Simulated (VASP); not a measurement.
# TaAl2N3 (P-62m) in VASP: single point with PBE

Aim: the single point of TaAl2N3 with PBE.

All numbers are computed with VASP 6.6.1; they aren't measurements. Logs are shortened: lines on timing, memory, paths and dates and some standing lists are left out, and cuts for length are marked.

**1. The cell of the first run**

Symmetry: P-62m, No. 189, hexagonal system. Conventional cell: a = 5.459 Å, b = 5.459 Å, c = 3.055 Å, α = 90.00°, β = 90.00°, γ = 120.00°. Within 2.8 Å of Ta (site symmetry -62m) lie 3 N at 2.14 Å. Al (site symmetry -6) has 6 N at 2.27 Å within 3.0 Å. Within 2.8 Å of N (site symmetry m2m) lie 1 Ta at 2.14 Å and 4 Al at 2.27 Å.

**2. Single point, PBE**

Contents of INCAR:

```
PREC = Accurate
ENCUT = 600
EDIFF = 1E-6
ISMEAR = 0
SIGMA = 0.1
LREAL = F
LASPH = T
NELM = 120
ALGO = Normal
ISIF = 2
LWAVE = F
LCHARG = F
GGA = PE
NBANDS = 25
GGA_COMPAT = F
```

Contents of KPOINTS:

```
Automatic mesh
0
Gamma
  6 6 6
```

Contents of POSCAR:

```
TaAl2N3
1.0
    5.4592286200      0.0000000000      0.0000000000
   -2.7296143100      4.7278306700      0.0000000000
    0.0000000000      0.0000000000      3.0550615100
Ta Al N
1 2 3
Direct
    0.0000000000      0.0000000000      0.0000000000
    0.3333333300      0.6666666700      0.5000000000
    0.6666666700      0.3333333300      0.5000000000
    0.3923921600      0.0000000000      0.0000000000
    0.6076078400      0.6076078400      0.0000000000
    0.0000000000      0.3923921600      0.0000000000
```

Potentials or basis: VASP PAW PBE potentials, release 64 (Ta_pv, Al, N).

Launch:

```console
$ cat potpaw_PBE.64/Ta_pv/POTCAR potpaw_PBE.64/Al/POTCAR potpaw_PBE.64/N/POTCAR > POTCAR
$ mpirun -np 1 vasp_std > vasp.out
```

OUTCAR:

```text
PREC = Accurate
   ENCUT = 600
   EDIFF = 1E-6
   ISMEAR = 0
   LREAL = F
   LASPH = T
   NELM = 120
   ISIF = 2
   GGA = PE

 ion  position               nearest neighbor table
   1  0.000  0.000  0.000-   4 2.14   5 2.14   6 2.14
   2  0.333  0.667  0.500-   4 2.27   4 2.27   6 2.27   6 2.27   5 2.27   5 2.27   3 3.15   3 3.15
                             3 3.15
   3  0.667  0.333  0.500-   6 2.27   6 2.27   4 2.27   4 2.27   5 2.27   5 2.27   2 3.15   2 3.15
                             2 3.15
   4  0.392  0.000  0.000-   1 2.14   2 2.27   2 2.27   3 2.27   3 2.27
   5  0.608  0.608  0.000-   1 2.14   2 2.27   2 2.27   3 2.27   3 2.27
   6  0.000  0.392  0.000-   1 2.14   3 2.27   3 2.27   2 2.27   2 2.27

  LATTYP: Found a hexagonal cell.
 ALAT       =     5.4592286200
 C/A-ratio  =     0.5596141365

  Lattice vectors:

 A1 = (   5.4592286200,   0.0000000000,   0.0000000000)
 A2 = (  -2.7296143100,   4.7278306700,   0.0000000000)
 A3 = (   0.0000000000,   0.0000000000,   3.0550615100)

Analysis of symmetry for initial positions (statically):
=====================================================================
 Subroutine PRICEL returns:
 Original cell was already a primitive cell.

 Routine SETGRP: Setting up the symmetry group for a
 hexagonal supercell.

 Subroutine GETGRP returns: Found 12 space group operations
 (whereof 12 operations were pure point group operations)
 out of a pool of 24 trial point group operations.

The static configuration has the point symmetry D_3h.

Analysis of symmetry for dynamics (positions and initial velocities):
=====================================================================
 Subroutine PRICEL returns:
 Original cell was already a primitive cell.

 Routine SETGRP: Setting up the symmetry group for a
 hexagonal supercell.

 Subroutine GETGRP returns: Found 12 space group operations
 (whereof 12 operations were pure point group operations)
 out of a pool of 24 trial point group operations.

The dynamic configuration has the point symmetry D_3h.

 Subroutine INISYM returns: Found 12 space group operations
 (whereof 12 operations are pure point group operations),
 and found     1 'primitive' translations

----------------------------------------------------------------------------------------

                                     Primitive cell

  volume of cell :      78.8521

  direct lattice vectors                    reciprocal lattice vectors
     5.459228620  0.000000000  0.000000000     0.183176062  0.105756749  0.000000000
    -2.729614310  4.727830670  0.000000000     0.000000000  0.211513497  0.000000000
     0.000000000  0.000000000  3.055061510     0.000000000  0.000000000  0.327325652

  length of vectors
     5.459228620  5.459228620  3.055061510     0.211513497  0.211513497  0.327325652

  position of ions in fractional coordinates (direct lattice)
     0.000000000  0.000000000  0.000000000
     0.333333330  0.666666670  0.500000000
     0.666666670  0.333333330  0.500000000
     0.392392160  0.000000000  0.000000000
     0.607607840  0.607607840  0.000000000
     1.000000000  0.392392160  0.000000000

  ion indices of the primitive-cell ions
   primitive index   ion index
                 1           1
                 2           2
                 3           3
                 4           4
                 5           5
                 6           6

----------------------------------------------------------------------------------------

 KPOINTS: Automatic mesh

Automatic generation of k-mesh.
 Grid dimensions read from file:
 generate k-points for:    6    6    6

 Generating k-lattice:

  Cartesian coordinates                     Fractional coordinates (reciprocal lattice)
     0.030529344  0.017626125  0.000000000     0.166666667 -0.000000000  0.000000000
     0.000000000  0.035252250  0.000000000     0.000000000  0.166666667  0.000000000
     0.000000000  0.000000000  0.054554275     0.000000000  0.000000000  0.166666667

  Length of vectors
     0.035252250  0.035252250  0.054554275

  Shift w.r.t. Gamma in fractional coordinates (k-lattice)
     0.000000000  0.000000000  0.000000000

 Subroutine IBZKPT returns following result:
 ===========================================

 Found     28 irreducible k-points:

 Following reciprocal coordinates:
            Coordinates               Weight
  0.000000  0.000000  0.000000      1.000000
  0.166667 -0.000000  0.000000      6.000000
  0.333333  0.000000  0.000000      6.000000
  0.500000 -0.000000  0.000000      3.000000
  0.166667  0.166667  0.000000      6.000000
  0.333333  0.166667  0.000000     12.000000
[... 16 lines left out ...]
  0.166667 -0.000000  0.500000      6.000000
  0.333333  0.000000  0.500000      6.000000
 [... further k-points ...]
   k-points           NKPTS =     28   k-points in BZ     NKDIM =     28   number of bands    NBANDS=     25
   number of dos      NEDOS =    301   number of ions     NIONS =      6
   total plane-waves  NPLWV =  55296
   dimension x,y,z NGX =    48 NGY =   48 NGZ =   24
   dimension x,y,z NGXF=    96 NGYF=   96 NGZF=   48
   ions per type =               1   2   3
   NGX,Y,Z   is equivalent  to a cutoff of  14.62, 14.62, 13.06 a.u.
   NGXF,Y,Z  is equivalent  to a cutoff of  29.23, 29.23, 26.12 a.u.
 SYSTEM =  unknown system
   PREC   = accura    normal or accurate (medium, high low for compatibility)
   ISTART =      0    job   : 0-new  1-cont  2-samecut
   ICHARG =      2    charge: 1-file 2-atom 10-const
   ISPIN  =      1    spin polarized calculation?
   LNONCOLLINEAR =      F non collinear calculations
   LSORBIT =      F    spin-orbit coupling
   LASPH  =      T    aspherical Exc in radial PAW
   ENCUT  =  600.0 eV  44.10 Ry    6.64 a.u.  10.90 10.90  6.10*2*pi/ulx,y,z
   NELM   =    120;   NELMIN=  2; NELMDL= -5     # of ELM steps
   EDIFF  = 0.1E-05   stopping-criterion for ELM
   LREAL  =      F    real-space projection
   EDIFFG = 0.1E-04   stopping-criterion for IOM
   NSW    =      0    number of steps for IOM
   IBRION =     -1    ionic relax: 0-MD 1-quasi-New 2-CG
   NFREE  =      0    steps in history (QN), initial steepest desc. (CG)
   ISIF   =      2    stress and relaxation
   ISYM   =      2    0-nonsym 1-usesym 2-fastsym
   POTIM  = 0.5000    time-step for ionic-motion
   TEBEG  =    0.0;   TEEND  =   0.0 temperature during run
   PSTRESS=    0.0 pullay stress
   NELECT =      32.0000    total number of electrons
   NUPDOWN=      -1.0000    fix difference up-down
   EMIN   =  10.00;   EMAX   =-10.00  energy-range for DOS
   EFERMI =   0.00;   METHOD = LEGACY
   ISMEAR =     0;   SIGMA  =   0.10  broadening in eV -4-tet -1-fermi 0-gaus
   EFERMI_NEDOS =   21; number of points for ismear=-14 and -15
   IALGO  =     38    algorithm
   IMIX   =      4    mixing-type and parameters
     AMIX     =   0.40;   BMIX     =  1.00
     AMIX_MAG =   1.60;   BMIX_MAG =  1.00
  volume/ion in A,a.u.               =      13.14        88.69
  Fermi-wavevector in a.u.,A,eV,Ry     =   1.212050  2.290442 19.987837  1.469065
  Thomas-Fermi vector in A             =   2.347546
   LORBIT       =      0    0 simple, 1 ext, 2 COOP (PROOUT), +10 PAW based schemes
   GGA     = PE    functional components
   LHFCALC =     F    Hartree Fock is set to
   AEXX    =    0.0000 exact exchange contribution
   IVDW    =     0    specifies the selected vdW correction
   LEPSILON=     F    determine dielectric tensor
   LRPA    =     F    only Hartree local field effects (RPA)
 non-spin polarized calculation
 Gauss-broadening in eV      SIGMA  =   0.10
  energy-cutoff  :      600.00
  volume of cell :       78.85
 maximum number of plane-waves:      2650
 NGX is ok and might be reduce to    48
   NGX = 21   NGY = 21   NGZ = 13

 number of electron      32.0000002 magnetization

 Free energy of the ion-electron system (eV)
  ---------------------------------------------------
  ext. energy  EPLUGINS =         0.00000000
  ---------------------------------------------------
  free energy    TOTEN  =       -45.88863236 eV

  energy without entropy =      -45.87733589  energy(sigma->0) =      -45.88298413

 E-fermi :   5.8443     XC(G=0): -10.8963

 val. band max:        5.8350548882   @ k =   0.5000  -0.0000   0.3333
 cond. band min:       5.8530817734   @ k =   0.1667  -0.0000   0.3333
 fundamental gap:      0.0180268852
 Fermi energy:         5.8443401672

 k-point     1 :       0.0000    0.0000    0.0000
  band No.  band energies     occupation
      1     -29.2059      2.00000
      2     -29.2059      2.00000
      3     -29.0052      2.00000
      4      -9.5787      2.00000
      5      -7.5576      2.00000
      6      -7.5576      2.00000
[... 17 lines left out ...]
     24      12.3249      0.00000
     25      12.8135      0.00000

 k-point     2 :       0.1667   -0.0000    0.0000
  band No.  band energies     occupation
      1     -29.2062      2.00000
      2     -29.2060      2.00000
      3     -29.0052      2.00000
      4      -9.4548      2.00000
      5      -7.6968      2.00000
      6      -7.5850      2.00000
[... 17 lines left out ...]
     24      12.4464      0.00000
     25      13.2218      0.00000

 k-point     3 :       0.3333    0.0000    0.0000
  band No.  band energies     occupation
      1     -29.2069      2.00000
      2     -29.2062      2.00000
      3     -29.0052      2.00000
      4      -9.1133      2.00000
      5      -8.0687      2.00000
      6      -7.6396      2.00000
[... 17 lines left out ...]
     24      12.4184      0.00000
     25      13.4137      0.00000

 k-point     4 :       0.5000   -0.0000    0.0000
  band No.  band energies     occupation
      1     -29.2072      2.00000
      2     -29.2063      2.00000
      3     -29.0052      2.00000
      4      -8.7442      2.00000
      5      -8.4532      2.00000
      6      -7.6667      2.00000
[... 17 lines left out ...]
     24      12.6692      0.00000
     25      13.2592      0.00000

 k-point     5 :       0.1667    0.1667    0.0000
  band No.  band energies     occupation
      1     -29.2067      2.00000
      2     -29.2062      2.00000
      3     -29.0052      2.00000
      4      -9.2217      2.00000
      5      -7.9169      2.00000
      6      -7.6642      2.00000
[... 17 lines left out ...]
     24      12.6308      0.00000
     25      13.2207      0.00000

 k-point     6 :       0.3333    0.1667    0.0000
  band No.  band energies     occupation
      1     -29.2070      2.00000
      2     -29.2064      2.00000
      3     -29.0052      2.00000
      4      -8.8256      2.00000
      5      -8.2850      2.00000
      6      -7.7628      2.00000
[... 17 lines left out ...]
     24      12.9424      0.00000
     25      13.3744      0.00000
[... 393 lines left out ...]
 k-point    21 :       0.3333    0.3333    0.3333
  band No.  band energies     occupation
      1     -29.3138      2.00000
      2     -29.1747      2.00000
      3     -29.1747      2.00000
      4      -7.7989      2.00000
      5      -7.7989      2.00000
      6      -7.3277      2.00000
[... 17 lines left out ...]
     24      12.7277      0.00000
     25      12.7277      0.00000

 k-point    22 :       0.0000    0.0000    0.5000
  band No.  band energies     occupation
      1     -29.4136      2.00000
      2     -29.1632      2.00000
      3     -29.1632      2.00000
      4      -8.4081      2.00000
      5      -6.8073      2.00000
      6      -6.8073      2.00000
[... 17 lines left out ...]
     24      11.3586      0.00000
     25      11.7648      0.00000

 k-point    23 :       0.1667   -0.0000    0.5000
  band No.  band energies     occupation
      1     -29.4135      2.00000
      2     -29.1635      2.00000
      3     -29.1633      2.00000
      4      -8.3015      2.00000
      5      -6.9061      2.00000
      6      -6.8293      2.00000
[... 17 lines left out ...]
     24      11.3765      0.00000
     25      12.5466      0.00000

 k-point    24 :       0.3333    0.0000    0.5000
  band No.  band energies     occupation
      1     -29.4135      2.00000
      2     -29.1640      2.00000
      3     -29.1634      2.00000
      4      -8.0105      2.00000
      5      -7.1830      2.00000
      6      -6.8728      2.00000
[... 17 lines left out ...]
     24      11.6131      0.00000
     25      13.3874      0.00000

 [... further k-points ...]
[... 5 lines left out ...]
  --------------------------------------------------------------------------------------
  -------------------------------------------------------------------------------------
  Total      -13.9314264    -13.9314264    -18.3802967      0.0000000     -0.0000000      0.0000000
  in kB     -283.0694573   -283.0694573   -373.4650326      0.0000000     -0.0000000      0.0000000
  external PRESSURE =    -313.2013157 kB  Pullay stress =       0.0000000 kB

 VOLUME and BASIS-vectors are now :
 -----------------------------------------------------------------------------
  energy-cutoff  :      600.00
  volume of cell :       78.85
      direct lattice vectors                 reciprocal lattice vectors
     5.459228620  0.000000000  0.000000000     0.183176062  0.105756749  0.000000000
    -2.729614310  4.727830670  0.000000000     0.000000000  0.211513497  0.000000000
     0.000000000  0.000000000  3.055061510     0.000000000  0.000000000  0.327325652

 POSITION                                       TOTAL-FORCE (eV/Angst)
 -----------------------------------------------------------------------------------
      0.00000      0.00000      0.00000        -0.000000     -0.000000      0.000000
     -0.00000      3.15189      1.52753        -0.000000     -0.000000      0.000000
      2.72961      1.57594      1.52753        -0.000000     -0.000000      0.000000
      2.14216      0.00000      0.00000        -1.673596     -0.000000      0.000000
      1.65854      2.87267      0.00000         0.836798      1.449377      0.000000
     -1.07108      1.85516      0.00000         0.836798     -1.449377      0.000000
 -----------------------------------------------------------------------------------
    total drift:                                0.000001      0.000001     -0.000000

  FREE ENERGIE OF THE ION-ELECTRON SYSTEM (eV)
  ---------------------------------------------------
  free  energy   TOTEN  =       -45.8886323634 eV

  energy  without entropy=      -45.8773358945  energy(sigma->0) =      -45.88298413
```

It took 38 s on 1 thread of AMD EPYC 9R45 (Zen 5), shared host; peak memory 0.23 GiB.

Results:

| Property | Result |
| --- | --- |
| Free energy | -45.8886 eV |
| Pressure | -31.3 GPa |
| Largest force | 1.674 eV/Å |
| Band gap on the k mesh | zero (band 16 reaches 6.31 eV, above the bottom of band 17 at 4.68 eV) |

Forces on the atoms (eV/Å):
```
Ta   0.000  0.000  0.000
Al   0.000  0.000  0.000
Al   0.000  0.000  0.000
N   -1.674  0.000  0.000
N    0.837  1.449  0.000
N    0.837 -1.449  0.000
```

Caveat: spin-orbit coupling is left out, which moves the levels of the heavy elements; forces of over 1 eV/Å act on the atoms, so gaps and moduli don't describe the material at rest.
